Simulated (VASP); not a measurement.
# Al2Pt (Fm-3m) in VASP: a series of runs

The runs below take Al2Pt through single point, with PBE.

Everything below comes from runs of VASP 6.6.1. Logs are shortened: lines on timing, memory, paths and dates and some standing lists are left out, and cuts for length are marked.

## 1. The cell of the first run

Symmetry: Fm-3m, No. 225, cubic system. The conventional cell has a = 5.947 Å, b = 5.947 Å, c = 5.947 Å, α = 90.00°, β = 90.00°, γ = 90.00°. Al (site symmetry -43m) has 4 Pt at 2.58 Å and 6 Al at 2.97 Å within 3.4 Å. Within 3.4 Å of Pt (site symmetry m-3m) lie 8 Al at 2.58 Å.

## 2. Single point, PBE

INCAR reads:

```
SYSTEM = Al2Pt
ALGO = Normal
EDIFF = 1E-6
ENCUT = 520
GGA = PE
ISIF = 2
ISMEAR = -1
LASPH = .True.
LCHARG = .False.
LREAL = .False.
LWAVE = .False.
NBANDS = 15
NELM = 80
PREC = Accurate
SIGMA = 0.05
```

KPOINTS reads:

```
k-points
0
Gamma
  11 11 11
  0 0 0
```

POSCAR reads:

```
Al2Pt
1.0
    0.0000000000      2.9735292329      2.9735292329
    2.9735292329      0.0000000000      2.9735292329
    2.9735292329      2.9735292329      0.0000000000
Al Pt
2 1
Direct
    0.2500000000      0.2500000000      0.2500000000
    0.7500000000      0.7500000000      0.7500000000
    0.0000000000      0.0000000000      0.0000000000
```

Potentials or basis: VASP PAW PBE potentials, release 64 (Al, Pt).

Command:

```console
cat potpaw_PBE.64/Al/POTCAR potpaw_PBE.64/Pt/POTCAR > POTCAR
mpirun -np 1 vasp_std > vasp.out
```

OUTCAR:

```text
SYSTEM = Al2Pt
   EDIFF = 1E-6
   ENCUT = 520
   GGA = PE
   ISIF = 2
   ISMEAR = -1
   LASPH = .True.
   LREAL = .False.
   NELM = 80
   PREC = Accurate

 ion  position               nearest neighbor table
   1  0.250  0.250  0.250-   3 2.58   3 2.58   3 2.58   3 2.58   2 2.97   2 2.97   2 2.97   2 2.97
                             2 2.97   2 2.97
   2  0.750  0.750  0.750-   3 2.58   3 2.58   3 2.58   3 2.58   1 2.97   1 2.97   1 2.97   1 2.97
                             1 2.97   1 2.97
   3  0.000  0.000  0.000-   1 2.58   2 2.58   2 2.58   2 2.58   2 2.58   1 2.58   1 2.58   1 2.58

  LATTYP: Found a face centered cubic cell.
 ALAT       =     5.9470584658

  Lattice vectors:

 A1 = (   0.0000000000,   2.9735292329,   2.9735292329)
 A2 = (   2.9735292329,   0.0000000000,   2.9735292329)
 A3 = (   2.9735292329,   2.9735292329,   0.0000000000)

Analysis of symmetry for initial positions (statically):
=====================================================================
 Subroutine PRICEL returns:
 Original cell was already a primitive cell.

 Routine SETGRP: Setting up the symmetry group for a
 face centered cubic supercell.

 Subroutine GETGRP returns: Found 48 space group operations
 (whereof 48 operations were pure point group operations)
 out of a pool of 48 trial point group operations.

The static configuration has the point symmetry O_h .

Analysis of symmetry for dynamics (positions and initial velocities):
=====================================================================
 Subroutine PRICEL returns:
 Original cell was already a primitive cell.

 Routine SETGRP: Setting up the symmetry group for a
 face centered cubic supercell.

 Subroutine GETGRP returns: Found 48 space group operations
 (whereof 48 operations were pure point group operations)
 out of a pool of 48 trial point group operations.

The dynamic configuration has the point symmetry O_h .

 Subroutine INISYM returns: Found 48 space group operations
 (whereof 48 operations are pure point group operations),
 and found     1 'primitive' translations

----------------------------------------------------------------------------------------

                                     Primitive cell

  volume of cell :      52.5832

  direct lattice vectors                    reciprocal lattice vectors
     0.000000000  2.973529233  2.973529233    -0.168150356  0.168150356  0.168150356
     2.973529233  0.000000000  2.973529233     0.168150356 -0.168150356  0.168150356
     2.973529233  2.973529233  0.000000000     0.168150356  0.168150356 -0.168150356

  length of vectors
     4.205205369  4.205205369  4.205205369     0.291244960  0.291244960  0.291244960

  position of ions in fractional coordinates (direct lattice)
     0.250000000  0.250000000  0.250000000
     0.750000000  0.750000000  0.750000000
     0.000000000  0.000000000  0.000000000

  ion indices of the primitive-cell ions
   primitive index   ion index
                 1           1
                 2           2
                 3           3

----------------------------------------------------------------------------------------

 KPOINTS: k-points

Automatic generation of k-mesh.
 Grid dimensions read from file:
 generate k-points for:   11   11   11

 Generating k-lattice:

  Cartesian coordinates                     Fractional coordinates (reciprocal lattice)
    -0.015286396  0.015286396  0.015286396     0.090909091  0.000000000  0.000000000
     0.015286396 -0.015286396  0.015286396     0.000000000  0.090909091  0.000000000
     0.015286396  0.015286396 -0.015286396     0.000000000  0.000000000  0.090909091

  Length of vectors
     0.026476815  0.026476815  0.026476815

  Shift w.r.t. Gamma in fractional coordinates (k-lattice)
     0.000000000  0.000000000  0.000000000

 Subroutine IBZKPT returns following result:
 ===========================================

 Found     56 irreducible k-points:

 Following reciprocal coordinates:
            Coordinates               Weight
  0.000000  0.000000  0.000000      1.000000
  0.090909  0.000000  0.000000      8.000000
  0.181818  0.000000  0.000000      8.000000
  0.272727  0.000000  0.000000      8.000000
  0.363636  0.000000  0.000000      8.000000
  0.454545  0.000000  0.000000      8.000000
[... 16 lines left out ...]
 -0.272727  0.181818  0.000000     24.000000
 -0.181818  0.181818  0.000000     12.000000
 [... further k-points ...]
   k-points           NKPTS =     56   k-points in BZ     NKDIM =     56   number of bands    NBANDS=     15
   number of dos      NEDOS =    301   number of ions     NIONS =      3
   total plane-waves  NPLWV =  32768
   dimension x,y,z NGX =    32 NGY =   32 NGZ =   32
   dimension x,y,z NGXF=    64 NGYF=   64 NGZF=   64
   ions per type =               2   1
   NGX,Y,Z   is equivalent  to a cutoff of  12.65, 12.65, 12.65 a.u.
   NGXF,Y,Z  is equivalent  to a cutoff of  25.30, 25.30, 25.30 a.u.
 SYSTEM =  Al2Pt
   PREC   = accura    normal or accurate (medium, high low for compatibility)
   ISTART =      0    job   : 0-new  1-cont  2-samecut
   ICHARG =      2    charge: 1-file 2-atom 10-const
   ISPIN  =      1    spin polarized calculation?
   LNONCOLLINEAR =      F non collinear calculations
   LSORBIT =      F    spin-orbit coupling
   LASPH  =      T    aspherical Exc in radial PAW
   ENCUT  =  520.0 eV  38.22 Ry    6.18 a.u.   7.82  7.82  7.82*2*pi/ulx,y,z
   NELM   =     80;   NELMIN=  2; NELMDL= -5     # of ELM steps
   EDIFF  = 0.1E-05   stopping-criterion for ELM
   LREAL  =      F    real-space projection
   EDIFFG = 0.1E-04   stopping-criterion for IOM
   NSW    =      0    number of steps for IOM
   IBRION =     -1    ionic relax: 0-MD 1-quasi-New 2-CG
   NFREE  =      0    steps in history (QN), initial steepest desc. (CG)
   ISIF   =      2    stress and relaxation
   ISYM   =      2    0-nonsym 1-usesym 2-fastsym
   POTIM  = 0.5000    time-step for ionic-motion
   TEBEG  =    0.0;   TEEND  =   0.0 temperature during run
   PSTRESS=    0.0 pullay stress
   NELECT =      16.0000    total number of electrons
   NUPDOWN=      -1.0000    fix difference up-down
   EMIN   =  10.00;   EMAX   =-10.00  energy-range for DOS
   EFERMI =   0.00;   METHOD = LEGACY
   ISMEAR =    -1;   SIGMA  =   0.05  broadening in eV -4-tet -1-fermi 0-gaus
   EFERMI_NEDOS =   21; number of points for ismear=-14 and -15
   IALGO  =     38    algorithm
   IMIX   =      4    mixing-type and parameters
     AMIX     =   0.40;   BMIX     =  1.00
     AMIX_MAG =   1.60;   BMIX_MAG =  1.00
  volume/ion in A,a.u.               =      17.53       118.28
  Fermi-wavevector in a.u.,A,eV,Ry     =   1.101115  2.080805 16.496437  1.212454
  Thomas-Fermi vector in A             =   2.237537
   LORBIT       =      0    0 simple, 1 ext, 2 COOP (PROOUT), +10 PAW based schemes
   GGA     = PE    functional components
   LHFCALC =     F    Hartree Fock is set to
   AEXX    =    0.0000 exact exchange contribution
   IVDW    =     0    specifies the selected vdW correction
   LEPSILON=     F    determine dielectric tensor
   LRPA    =     F    only Hartree local field effects (RPA)
 non-spin polarized calculation
  energy-cutoff  :      520.00
  volume of cell :       52.58
 maximum number of plane-waves:      1429
   NGX = 15   NGY = 15   NGZ = 15

 number of electron      16.0000000 magnetization

 Free energy of the ion-electron system (eV)
  ---------------------------------------------------
  ext. energy  EPLUGINS =         0.00000000
  ---------------------------------------------------
  free energy    TOTEN  =       -16.25607600 eV

  energy without entropy =      -16.24530615  energy(sigma->0) =      -16.25069108

 E-fermi :   7.6627     XC(G=0): -10.6193

 val. band max:        7.6579867662   @ k =  -0.1818   0.1818   0.0000
 cond. band min:       7.6672271713   @ k =   0.4545   0.1818   0.0000
 fundamental gap:      0.0092404051
 Fermi energy:         7.6627076096

 k-point     1 :       0.0000    0.0000    0.0000
  band No.  band energies     occupation
      1      -2.4163      2.00000
      2       2.7261      2.00000
      3       2.7261      2.00000
      4       2.7261      2.00000
      5       4.0608      2.00000
      6       4.0608      2.00000
      7      10.4942      0.00000
      8      11.4889      0.00000
      9      11.4889      0.00000
     10      11.4889      0.00000
     11      12.9848      0.00000
     12      12.9848      0.00000
     13      12.9848      0.00000
     14      13.9503      0.00000
     15      13.9503      0.00000

 k-point     2 :       0.0909    0.0000    0.0000
  band No.  band energies     occupation
      1      -2.3041      2.00000
      2       2.6570      2.00000
      3       2.7639      2.00000
      4       2.7639      2.00000
      5       4.0476      2.00000
      6       4.0476      2.00000
      7       9.9774      0.00000
      8      10.7712      0.00000
      9      11.1509      0.00000
     10      11.1509      0.00000
     11      13.3635      0.00000
     12      13.3635      0.00000
     13      13.6651      0.00000
     14      13.7350      0.00000
     15      13.7350      0.00000
[... 365 lines left out ...]
      3       2.9456      2.00000
      4       3.2333      2.00000
      5       3.8556      2.00000
      6       4.2507      2.00000
      7       5.4282      2.00000
      8       7.0721      1.99999
      9       9.3236      0.00000
     10      11.5073      0.00000
     11      13.1056      0.00000
     12      13.1642      0.00000
     13      14.6867      0.00000
     14      15.0022      0.00000
     15      15.7312      0.00000

 k-point    24 :      -0.1818    0.1818    0.0000
  band No.  band energies     occupation
      1      -1.2627      2.00000
      2       2.1926      2.00000
      3       2.9483      2.00000
      4       3.0918      2.00000
      5       3.8382      2.00000
      6       4.2196      2.00000
      7       6.6144      2.00000
      8       7.6580      1.04717
      9      10.1472      0.00000
     10      11.9509      0.00000
     11      12.4076      0.00000
     12      13.1123      0.00000
     13      14.0688      0.00000
     14      14.3425      0.00000
     15      15.4027      0.00000

 [... further k-points ...]

------------------------ aborting loop because EDIFF is reached ----------------------------------------

  FORCE on cell =-STRESS in cart. coord.  units (eV):
  Direction    XX          YY          ZZ          XY          YZ          ZX
  --------------------------------------------------------------------------------------
  -------------------------------------------------------------------------------------
  Total       -0.0581449     -0.0581449     -0.0581449     -0.0000000     -0.0000000      0.0000000
  in kB       -1.7716397     -1.7716397     -1.7716397     -0.0000000     -0.0000000      0.0000000
  external PRESSURE =      -1.7716397 kB  Pullay stress =       0.0000000 kB

 VOLUME and BASIS-vectors are now :
 -----------------------------------------------------------------------------
  energy-cutoff  :      520.00
  volume of cell :       52.58
      direct lattice vectors                 reciprocal lattice vectors
     0.000000000  2.973529233  2.973529233    -0.168150356  0.168150356  0.168150356
     2.973529233  0.000000000  2.973529233     0.168150356 -0.168150356  0.168150356
     2.973529233  2.973529233  0.000000000     0.168150356  0.168150356 -0.168150356

 POSITION                                       TOTAL-FORCE (eV/Angst)
 -----------------------------------------------------------------------------------
      1.48676      1.48676      1.48676         0.000000      0.000000      0.000000
      4.46029      4.46029      4.46029        -0.000000     -0.000000     -0.000000
      0.00000      0.00000      0.00000        -0.000000     -0.000000      0.000000
 -----------------------------------------------------------------------------------
    total drift:                                0.000000     -0.000000      0.000000

  FREE ENERGIE OF THE ION-ELECTRON SYSTEM (eV)
  ---------------------------------------------------
  free  energy   TOTEN  =       -16.2560760000 eV

  energy  without entropy=      -16.2453061549  energy(sigma->0) =      -16.25069108
```

It took 14 s on 1 thread of Intel Xeon 6975P-C (Granite Rapids), shared host; peak memory 0.19 GiB.

Results:

| Item | Value |
| --- | --- |
| Free energy | -16.2561 eV |
| Pressure | -0.2 GPa |
| Band gap on the k mesh | zero (bands 8 and 9 overlap by 5.28 eV) |

Caveat: spin-orbit coupling is left out, which moves the levels of the heavy elements.

(Part 1 of 2 ends here.)
